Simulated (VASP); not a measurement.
Wanted: the native input for a VASP 6.6.1 run.

```
Task                   : single point
Functional             : PBE
Potentials or basis    : VASP PAW PBE potentials, release 64 (Hf_pv, N)
Cutoff                 : 520 eV
k mesh                 : 16 × 16 × 16
Occupations            : gaussian, width 0.15 eV
Spin                   : no spin polarisation
Dipole correction      : no
Further INCAR settings : ALGO = Normal; EDIFF = 1e-06; NBANDS = 14
```

The structure of HfN lies in POSCAR:

```
HfN
1.0
    0.0000000000      2.2738140414      2.2738140414
    2.2738140414      0.0000000000      2.2738140414
    2.2738140414      2.2738140414      0.0000000000
Hf N
1 1
Direct
   -0.0003347749      0.0030129741      0.0003347749
    0.5042659601      0.4616063590      0.4957340399
```

This cell differs from its parent crystal: mode 4 frozen in at -0.097 Å and mode 6 at -0.078 Å (largest displacements).

These files were run (other wordings do the same):

INCAR

```
SYSTEM = HfN
PREC     = Accurate       ! precision mode
ENCUT    = 520            ! plane-wave cutoff, eV
EDIFF    = 1E-6           ! SCF threshold, eV
ISMEAR   = 0              ! smearing method
SIGMA    = 0.15           ! smearing width, eV
LREAL    = .FALSE.        ! projectors in reciprocal space
LASPH    = .TRUE.         ! aspherical terms in the spheres
NELM     = 80             ! most SCF steps
ALGO     = Normal         ! electronic algorithm
ISIF     = 2              ! what is computed and relaxed
LWAVE    = .FALSE.        ! write WAVECAR
LCHARG   = .FALSE.        ! write CHGCAR
GGA      = PE             ! functional
NBANDS   = 14             ! bands
```

KPOINTS

```
regular mesh
0
G
  16 16 16
  0 0 0
```

Potentials or basis: VASP PAW PBE potentials, release 64 (Hf_pv, N).

Run with:

```sh
$ cat potpaw_PBE.64/Hf_pv/POTCAR potpaw_PBE.64/N/POTCAR > POTCAR
$ mpirun -np 1 vasp_std > vasp.out
```

Results of the run:

```
Pressure      : 0.0 GPa
Largest force : 1.453 eV/Å
```

Caveat: the cell differs from its parent crystal (mode 4 frozen in at -0.097 Å and mode 6 at -0.078 Å (largest displacements)); forces of over 1 eV/Å act on the atoms, so gaps and moduli don't describe the material at rest.

Run time: 2.8 min on 1 thread of Intel Xeon 6975P-C, with other jobs on the host, peak memory 0.46 GiB.
